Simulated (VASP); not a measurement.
# LiSi16 (a cell with a defect) in VASP: a series of runs, part 2 of 2

VASP 6.6.1.

### Step 3. Single point, PBE

Contents of INCAR:

```
SYSTEM = LiSi16
PREC     = Accurate       ! precision mode
ENCUT    = 520            ! plane-wave cutoff, eV
EDIFF    = 1E-7           ! SCF threshold, eV
ISMEAR   = 0              ! smearing method
SIGMA    = 0.02           ! smearing width, eV
LREAL    = Auto         
LASPH    = .True.         ! aspherical terms in the spheres
NELM     = 80             ! most SCF steps
ALGO     = Normal         ! electronic algorithm
ISIF     = 2              ! what is computed and relaxed
LWAVE    = .False.        ! write WAVECAR
LCHARG   = .False.        ! write CHGCAR
GGA      = PE             ! functional
NELECT   = 66.0         
NBANDS   = 48             ! bands
```

Contents of KPOINTS:

```
Automatic mesh
0
Gamma
  2 2 2
  0 0 0
```

Contents of POSCAR:

```
LiSi16
1.0
    0.0000000000      5.4700937548     -5.4700937548
    5.4700937548      5.4700937548      0.0000000000
    5.4700937548      0.0000000000     -5.4700937548
Si Li
16 1
Direct
    0.1264397890      0.1265065154      0.1265207748
    0.1263901555      0.6174623601      0.1264771741
    0.6171992933      0.1265239740      0.1265375021
    0.6250209143      0.6250366362      0.1216544048
    0.1263733367      0.1264439022      0.6175296350
    0.1217675656      0.6249951378      0.6249955034
    0.6250131448      0.1216815524      0.6250257588
    0.6249868198      0.6250047354      0.6250045526
    0.2512390210      0.7471934090      0.2512115992
    0.2490074322      0.2492871349      0.2493591630
    0.7470688224      0.7472039207      0.2512211969
    0.7471002661      0.2512555656      0.2512440484
    0.2512025500      0.7471529161      0.7471876504
    0.2512306117      0.2512110508      0.7472142496
    0.7492399004      0.7491550755      0.7491283849
    0.7470574881      0.2512211969      0.7472243956
   -0.0010540953     -0.0006775021     -0.0005870100
```

Potentials or basis: VASP PAW PBE potentials, release 64 (Si, Li_sv).

Command:

```
$ cat potpaw_PBE.64/Si/POTCAR potpaw_PBE.64/Li_sv/POTCAR > POTCAR
$ mpirun -np 1 vasp_std > vasp.out
```

OUTCAR:

```text
SYSTEM = LiSi16
   PREC = Accurate
   ENCUT = 520
   EDIFF = 1E-7
   ISMEAR = 0
   LREAL = Auto
   LASPH = .True.
   NELM = 80
   ISIF = 2
   GGA = PE
   NELECT = 66.0

 ion  position               nearest neighbor table
   1  0.126  0.127  0.127-  10 2.33  14 2.40   9 2.40  12 2.40  17 2.41
   2  0.126  0.617  0.126-  10 2.33  13 2.40   9 2.40  11 2.40  17 2.41
   3  0.617  0.127  0.127-  10 2.33  16 2.40  11 2.40  12 2.40  17 2.41
   4  0.625  0.625  0.122-  15 2.35  12 2.36   9 2.36  11 2.36
   5  0.126  0.126  0.618-  10 2.33  13 2.40  14 2.40  16 2.40  17 2.41
   6  0.122  0.625  0.625-  15 2.35   9 2.36  14 2.36  13 2.36
   7  0.625  0.122  0.625-  15 2.35  12 2.36  14 2.36  16 2.36
   8  0.625  0.625  0.625-  15 2.35  11 2.36  16 2.36  13 2.36
   9  0.251  0.747  0.251-   4 2.36   6 2.36   1 2.40   2 2.40  17 2.76
  10  0.249  0.249  0.249-   5 2.33   2 2.33   1 2.33   3 2.33
  11  0.747  0.747  0.251-   4 2.36   8 2.36   2 2.40   3 2.40  17 2.76
  12  0.747  0.251  0.251-   4 2.36   7 2.36   3 2.40   1 2.40  17 2.76
  13  0.251  0.747  0.747-   8 2.36   6 2.36   2 2.40   5 2.40  17 2.76
  14  0.251  0.251  0.747-   7 2.36   6 2.36   1 2.40   5 2.40  17 2.76
  15  0.749  0.749  0.749-   4 2.35   7 2.35   8 2.35   6 2.35
  16  0.747  0.251  0.747-   7 2.36   8 2.36   3 2.40   5 2.40  17 2.76
  17  0.999  0.999  0.999-   3 2.41   1 2.41   2 2.41   5 2.41  12 2.76  11 2.76  16 2.76   9 2.76
                            14 2.76  13 2.76

  LATTYP: Found a face centered cubic cell.
 ALAT       =    10.9401875096

  Lattice vectors:

 A1 = (   0.0000000000,   5.4700937548,  -5.4700937548)
 A2 = (   5.4700937548,   5.4700937548,   0.0000000000)
 A3 = (   5.4700937548,   0.0000000000,  -5.4700937548)

Analysis of symmetry for initial positions (statically):
=====================================================================
 Subroutine PRICEL returns:
 Original cell was already a primitive cell.

 Routine SETGRP: Setting up the symmetry group for a
 face centered cubic supercell.

 Subroutine GETGRP returns: Found  1 space group operations
 (whereof  1 operations were pure point group operations)
 out of a pool of 48 trial point group operations.

The static configuration has the point symmetry C_1 .

Analysis of symmetry for dynamics (positions and initial velocities):
=====================================================================
 Subroutine PRICEL returns:
 Original cell was already a primitive cell.

 Routine SETGRP: Setting up the symmetry group for a
 face centered cubic supercell.

 Subroutine GETGRP returns: Found  1 space group operations
 (whereof  1 operations were pure point group operations)
 out of a pool of 48 trial point group operations.

The dynamic configuration has the point symmetry C_1 .

 Subroutine INISYM returns: Found  1 space group operations
 (whereof  1 operations are pure point group operations),
 and found     1 'primitive' translations

----------------------------------------------------------------------------------------

                                     Primitive cell

  volume of cell :     327.3515

  direct lattice vectors                    reciprocal lattice vectors
     0.000000000  5.470093755 -5.470093755    -0.091406112  0.091406112 -0.091406112
     5.470093755  5.470093755  0.000000000     0.091406112  0.091406112  0.091406112
     5.470093755  0.000000000 -5.470093755     0.091406112 -0.091406112 -0.091406112
[... 79 lines left out ...]
   k-points           NKPTS =      8   k-points in BZ     NKDIM =      8   number of bands    NBANDS=     48
   number of dos      NEDOS =    301   number of ions     NIONS =     17
   total plane-waves  NPLWV = 216000
   dimension x,y,z NGX =    60 NGY =   60 NGZ =   60
   dimension x,y,z NGXF=   120 NGYF=  120 NGZF=  120
   ions per type =              16   1
   NGX,Y,Z   is equivalent  to a cutoff of  12.89, 12.89, 12.89 a.u.
   NGXF,Y,Z  is equivalent  to a cutoff of  25.79, 25.79, 25.79 a.u.
 SYSTEM =  LiSi16
   PREC   = accura    normal or accurate (medium, high low for compatibility)
   ISTART =      0    job   : 0-new  1-cont  2-samecut
   ICHARG =      2    charge: 1-file 2-atom 10-const
   ISPIN  =      1    spin polarized calculation?
   LNONCOLLINEAR =      F non collinear calculations
   LSORBIT =      F    spin-orbit coupling
   LASPH  =      T    aspherical Exc in radial PAW
   ENCUT  =  520.0 eV  38.22 Ry    6.18 a.u.  14.38 14.38 14.38*2*pi/ulx,y,z
   NELM   =     80;   NELMIN=  2; NELMDL= -5     # of ELM steps
   EDIFF  = 0.1E-06   stopping-criterion for ELM
   LREAL  =      T    real-space projection
   EDIFFG = 0.1E-05   stopping-criterion for IOM
   NSW    =      0    number of steps for IOM
   IBRION =     -1    ionic relax: 0-MD 1-quasi-New 2-CG
   NFREE  =      0    steps in history (QN), initial steepest desc. (CG)
   ISIF   =      2    stress and relaxation
   ISYM   =      2    0-nonsym 1-usesym 2-fastsym
   POTIM  = 0.5000    time-step for ionic-motion
   TEBEG  =    0.0;   TEEND  =   0.0 temperature during run
   PSTRESS=    0.0 pullay stress
   NELECT =      66.0000    total number of electrons
   NUPDOWN=      -1.0000    fix difference up-down
   EMIN   =  10.00;   EMAX   =-10.00  energy-range for DOS
   EFERMI =   0.00;   METHOD = LEGACY
   ISMEAR =     0;   SIGMA  =   0.02  broadening in eV -4-tet -1-fermi 0-gaus
   EFERMI_NEDOS =   21; number of points for ismear=-14 and -15
   IALGO  =     38    algorithm
   IMIX   =      4    mixing-type and parameters
     AMIX     =   0.40;   BMIX     =  1.00
     AMIX_MAG =   1.60;   BMIX_MAG =  1.00
  volume/ion in A,a.u.               =      19.26       129.95
  Fermi-wavevector in a.u.,A,eV,Ry     =   0.959956  1.814054 12.537983  0.921516
  Thomas-Fermi vector in A             =   2.089198
   LORBIT       =      0    0 simple, 1 ext, 2 COOP (PROOUT), +10 PAW based schemes
   GGA     = PE    functional components
   LHFCALC =     F    Hartree Fock is set to
   AEXX    =    0.0000 exact exchange contribution
   IVDW    =     0    specifies the selected vdW correction
   LEPSILON=     F    determine dielectric tensor
   LRPA    =     F    only Hartree local field effects (RPA)
 non-spin polarized calculation
 Gauss-broadening in eV      SIGMA  =   0.02
  energy-cutoff  :      520.00
  volume of cell :      327.35
 maximum number of plane-waves:      8824
 NGX is ok and might be reduce to    60
   NGX = 29   NGY = 29   NGZ = 29

 number of electron      66.0000002 magnetization

 Free energy of the ion-electron system (eV)
  ---------------------------------------------------
  ext. energy  EPLUGINS =         0.00000000
  ---------------------------------------------------
  free energy    TOTEN  =       -93.44257877 eV

  energy without entropy =      -93.44257877  energy(sigma->0) =      -93.44257877

 E-fermi :   5.9688     XC(G=0):  -9.3543

 val. band max:        5.8186293042   @ k =   0.0000   0.0000   0.0000
 cond. band min:       6.5040502576   @ k =   0.0000   0.0000   0.0000
 fundamental gap:      0.6854209534
 Fermi energy:         5.9687547827

 k-point     1 :       0.0000    0.0000    0.0000
  band No.  band energies     occupation
      1     -40.5984      2.00000
      2      -5.9974      2.00000
      3      -3.8009      2.00000
      4      -3.7374      2.00000
      5      -3.7374      2.00000
      6      -3.7374      2.00000
[... 373 lines left out ...]
     44      10.1120      0.00000
     45      10.1686      0.00000
 [bands above 45 left out]

------------------------ aborting loop because EDIFF is reached ----------------------------------------

  FORCE on cell =-STRESS in cart. coord.  units (eV):
  Direction    XX          YY          ZZ          XY          YZ          ZX
  --------------------------------------------------------------------------------------
  -------------------------------------------------------------------------------------
  Total       -5.3477359     -5.3481253     -5.3489768     -0.0005620      0.0012258      0.0005626
  in kB      -26.1737667    -26.1756727    -26.1798403     -0.0027507      0.0059997      0.0027533
  external PRESSURE =     -26.1764266 kB  Pullay stress =       0.0000000 kB

 VOLUME and BASIS-vectors are now :
 -----------------------------------------------------------------------------
  energy-cutoff  :      520.00
  volume of cell :      327.35
      direct lattice vectors                 reciprocal lattice vectors
     0.000000000  5.470093755 -5.470093755    -0.091406112  0.091406112 -0.091406112
     5.470093755  5.470093755  0.000000000     0.091406112  0.091406112  0.091406112
     5.470093755  0.000000000 -5.470093755     0.091406112 -0.091406112 -0.091406112

 POSITION                                       TOTAL-FORCE (eV/Angst)
 -----------------------------------------------------------------------------------
      1.38408      1.38364     -1.38372         0.002771      0.001733     -0.002147
      4.06942      4.06894     -1.38321        -0.002694     -0.003522     -0.003642
      1.38427      4.06824     -4.06831         0.003673     -0.002817      0.002724
      4.08447      6.83793     -4.08438         0.000445     -0.000675     -0.000351
      4.06960      1.38293     -4.06922        -0.002927      0.003439      0.003408
      6.83757      4.08486     -4.08486         0.000362     -0.000634      0.000571
[... 9 lines left out ...]
      5.46159      5.46068     -8.17386        -0.000177     -0.000309     -0.000555
     10.93327     10.93072    -10.93121        -0.001666      0.003204     -0.001646
 -----------------------------------------------------------------------------------
    total drift:                               -0.001820     -0.001738      0.001834

  FREE ENERGIE OF THE ION-ELECTRON SYSTEM (eV)
  ---------------------------------------------------
  free  energy   TOTEN  =       -93.4425787742 eV

  energy  without entropy=      -93.4425787742  energy(sigma->0) =      -93.44257877
```

Run time: 6.9 min. Hardware: 1 thread of AMD EPYC 7R43 (Zen 3), shared host; peak memory 0.43 GiB.

What came out:

```
Free energy   : -93.4426 eV
Largest force : 0.006 eV/Å
```

Forces in eV/Å, atoms in the order of the input:
```
Si   0.003  0.002 -0.002
Si  -0.003 -0.004 -0.004
Si   0.004 -0.003  0.003
Si   0.000 -0.001  0.000
Si  -0.003  0.003  0.003
Si   0.000 -0.001  0.001
Si   0.000  0.000  0.000
Si   0.000  0.000  0.000
Si   0.000  0.000  0.000
Si  -0.003  0.001  0.000
Si   0.000  0.001  0.000
Si   0.000  0.000  0.000
Si   0.001 -0.001  0.001
Si   0.000 -0.001  0.000
Si   0.001  0.000  0.000
Si   0.000  0.000 -0.001
Li  -0.002  0.003 -0.002
```

Caveat: the k points lie up to 0.50 Å⁻¹ apart; the cell carries a net charge on a neutralising background, which shifts energy and pressure; the cell is charged against a uniform background, so pressure and absolute levels hang on convention; the cutoff is under 1.25 times the usual one of these potentials, so pressure, stress and relaxed cells hold a basis-set (Pulay) error.

### Step 4. Single point, PBE

Contents of INCAR:

```
ALGO = Normal ; EDIFF = 1E-7
ENCUT = 520 ; GGA = PE
ISIF = 2 ; ISMEAR = 0
LASPH = True ; LCHARG = False
LREAL = Auto ; LWAVE = False
NBANDS = 48 ; NELECT = 66.0
NELM = 80 ; PREC = Accurate
SIGMA = 0.02
```

Contents of KPOINTS:

```
k-points
0
Gamma
  2 2 2
```

Contents of POSCAR:

```
LiSi16
1.0
    0.0000000000      5.4700937548     -5.4700937548
    5.4700937548      5.4700937548      0.0000000000
    5.4700937548      0.0000000000     -5.4700937548
Si Li
16 1
Direct
    0.1258449180      0.1258716086      0.1257600931
    0.1277959814      0.6237788881      0.1279312625
    0.6237787967      0.1277755979      0.1279425054
    0.6237445194      0.6237558537      0.1278998188
    0.1278470775      0.1278123431      0.6237974435
    0.1278065846      0.6237883943      0.6237609725
    0.6237889427      0.1277857440      0.6237693818
    0.6257128586      0.6256408306      0.6259925613
    0.2499633574      0.7533455887      0.2499790792
    0.2499952581      0.2499954409      0.2500131737
    0.7484762023      0.7484624914      0.2578007002
    0.7533184411      0.2499742347      0.2499868487
    0.2575376334      0.7485228195      0.7486098381
    0.2500048557      0.2500044901      0.7532324279
    0.7484934781      0.7484792187      0.7485602045
    0.7485561827      0.2574704499      0.7486265654
   -0.1243224578     -0.1244129499     -0.1239458646
```

Command:

```
$ cat potpaw_PBE.64/Si/POTCAR potpaw_PBE.64/Li_sv/POTCAR > POTCAR
$ mpirun -np 1 vasp_std > vasp.out
```

It took 6.9 min on 1 thread of AMD EPYC 7R43 (Zen 3), shared host; peak memory 0.43 GiB.

Results (log left out):

* Free energy: -93.4425 eV
* Largest force: 0.007 eV/Å

Forces on the atoms (eV/Å):
```
Si   0.001  0.001 -0.001
Si   0.000  0.000  0.001
Si  -0.001  0.000  0.000
Si   0.001 -0.001 -0.001
Si   0.001 -0.001  0.000
Si  -0.001  0.000 -0.001
Si   0.001  0.001  0.001
Si   0.001  0.003 -0.001
Si  -0.002 -0.003  0.001
Si   0.000  0.000  0.000
Si   0.003 -0.005 -0.004
Si   0.000 -0.003  0.002
Si  -0.004  0.003 -0.004
Si  -0.002  0.000  0.002
Si  -0.003 -0.004  0.003
Si   0.004  0.003  0.004
Li   0.001  0.005 -0.001
```

Levels at points of the mesh, in eV from the Fermi level:
```csv
k point,band 30,band 31,band 32,band 33,band 34,band 35,band 36,band 37
"(0.00, 0.00, 0.00)",-1.26,-0.15,-0.15,-0.15,0.54,0.54,0.54,0.61
"(0.50, 0.00, 0.00)",-0.95,-0.95,-0.86,-0.86,1.07,1.27,1.27,1.45
"(0.00, 0.50, 0.00)",-0.95,-0.95,-0.86,-0.86,1.07,1.27,1.27,1.45
"(0.00, 0.00, 0.50)",-0.95,-0.95,-0.86,-0.86,1.06,1.27,1.27,1.45
"(0.50, 0.50, 0.50)",-0.95,-0.95,-0.86,-0.86,1.06,1.27,1.27,1.45
"(0.50, 0.50, 0.00)",-1.49,-1.49,-1.44,-1.40,0.94,1.00,2.03,2.15
"(0.00, 0.50, 0.50)",-1.49,-1.49,-1.44,-1.40,0.94,1.00,2.03,2.15
"(0.50, 0.00, 0.50)",-1.49,-1.49,-1.44,-1.40,0.94,1.00,2.03,2.15
```

Caveat: the k points lie up to 0.50 Å⁻¹ apart; the cell carries a net charge on a neutralising background, which shifts energy and pressure; the cell is charged against a uniform background, so pressure and absolute levels hang on convention; the cutoff is under 1.25 times the usual one of these potentials, so pressure, stress and relaxed cells hold a basis-set (Pulay) error.
